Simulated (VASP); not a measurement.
MgO (Periclase), 2 atoms in the cell. The typed cell holds 2 atoms: a = 2.982 Å, b = 2.982 Å, c = 2.977 Å, α = 60.06°, β = 60.06°, γ = 60.11°. 

| Property | Result |
| --- | --- |
| Program | VASP 6.6.1 |
| Task | single point |
| Functional | PBE |
| Potentials or basis | VASP PAW PBE potentials, release 64 (Mg, O) |
| Cutoff | 600 eV |
| k mesh | 8 × 8 × 8 |
| Occupations | fermi-dirac, width 0.02 eV |
| Spin | no spin polarisation |
| Dipole correction | no |
| Further INCAR settings | ALGO = Normal; EDIFF = 1e-06; NBANDS = 11 |

Potentials or basis: VASP PAW PBE potentials, release 64 (Mg, O).

The run is started by

```bash
$ cat potpaw_PBE.64/Mg/POTCAR potpaw_PBE.64/O/POTCAR > POTCAR
$ mpirun -np 1 vasp_std > vasp.out
```

Hardware: 1 thread of Intel(R) Xeon(R) Platinum 8488C (Sapphire Rapids) (shared host).

How long does it take, and how much memory?

It took 10 s on 1 thread of Intel(R) Xeon(R) Platinum 8488C (Sapphire Rapids) (shared host), peak memory 0.16 GiB. Counts: scf iterations 12, k points 95.
